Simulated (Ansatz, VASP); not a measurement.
## One calculation of Al2Cu, two programs

INCAR

```
ALGO     = Fast           # electronic algorithm
EDIFF    = 1E-6           # SCF threshold, eV
ENCUT    = 520            # plane-wave cutoff, eV
GGA      = PS             # functional
ISIF     = 2              # what is computed and relaxed
ISMEAR   = 0              # smearing method
LASPH    = True           # aspherical terms in the spheres
LCHARG   = True           # write CHGCAR
LELF     = True           # ELF
LREAL    = False          # projectors in reciprocal space
LVHAR    = True         
LWAVE    = False          # write WAVECAR
NBANDS   = 36             # bands
NELM     = 100            # most SCF steps
PREC     = Accurate       # precision mode
SIGMA    = 0.15           # smearing width, eV
```

KPOINTS

```
k-points
0
Gamma
  11 16 4
```

POSCAR

```
Al2Cu
1.0
    0.0000000000     -4.0841721958      0.0000000000
    0.0000000000      0.0000000000     -2.8463947559
   12.5025165873      0.0000000000      0.0000000000
Al Cu
6 3
Direct
    0.0000000000      0.5000000000      0.0816506687
    0.0000000000      0.5000000000      0.4083186773
    0.0000000000      0.5000000000      0.7349866859
    0.5000000000      0.5000000000      0.8983206902
    0.5000000000      0.5000000000      0.2449846730
    0.5000000000      0.5000000000      0.5716526816
    1.0000000000      0.0000000000      0.2449846730
    1.0000000000      0.0000000000      0.5716526816
    1.0000000000      0.0000000000      0.8983206902
```

Input for Ansatz:

```yaml
crystal:
  lattice:
    - [0.0, -4.0841721958, 0.0]
    - [0.0, 0.0, -2.8463947559]
    - [12.5025165873, 0.0, 0.0]
  atoms:
    - { symbol: Al, position: [0.0, 0.5, 0.0816506687] }
    - { symbol: Al, position: [0.0, 0.5, 0.4083186773] }
    - { symbol: Al, position: [0.0, 0.5, 0.7349866859] }
    - { symbol: Al, position: [0.5, 0.5, 0.8983206902] }
    - { symbol: Al, position: [0.5, 0.5, 0.244984673] }
    - { symbol: Al, position: [0.5, 0.5, 0.5716526816] }
    - { symbol: Cu, position: [1.0, 0.0, 0.244984673] }
    - { symbol: Cu, position: [1.0, 0.0, 0.5716526816] }
    - { symbol: Cu, position: [1.0, 0.0, 0.8983206902] }
basis:
  ecutwfc: 420
kpoints:
  mp_grid: { grid: [11, 16, 4] }
hamiltonian:
  xc: pbesol
scf:
  occupations: { method: gaussian, width: 0.15 }
output:
  forces: true
  stress: true
  eigenvalues: true
  write_density: true
  write_potential: true
  elf: true
  volumetric_format: npy
```

Alike in both runs: task single point; functional PBEsol; k mesh 11 × 16 × 4; occupations gaussian, width 0.15 eV; no spin polarisation.

|  | VASP | Ansatz |
| --- | --- | --- |
| version | VASP 6.6.1 | Ansatz 0.2.0 |
| potentials or method | VASP PAW PBE potentials, release 64 (Al, Cu), cutoff 520 eV | scalar-relativistic, plane waves, PAW |
| valence electrons in the cell | 51 | 75 |

Ansatz gave:

| Item | Value |
| --- | --- |
| gap on the k mesh at the Fermi level (eV) | none |
| pressure (GPa) | -1.4 |
| traceless stress, the component that is largest in VASP (GPa) | -1.51 |
| rms of the force components (eV/Å) | 0.216 |

Problem. Estimate VASP's values.

Solution. gap on the k mesh at the Fermi level (eV): none; pressure (GPa): -1.2; traceless stress, the component that is largest in VASP (GPa): -1.49; rms of the force components (eV/Å): 0.216.

VASP's potentials were made for PBE, not for PBEsol. Atom by atom the forces differ by 0.001 eV/Å (rms over components). A gap of «none» marks a metal or a gap that the smearing closes. VASP's potentials hold 51 valence electrons a cell and Ansatz's 75, so a difference there can come from the potentials and not from the codes.
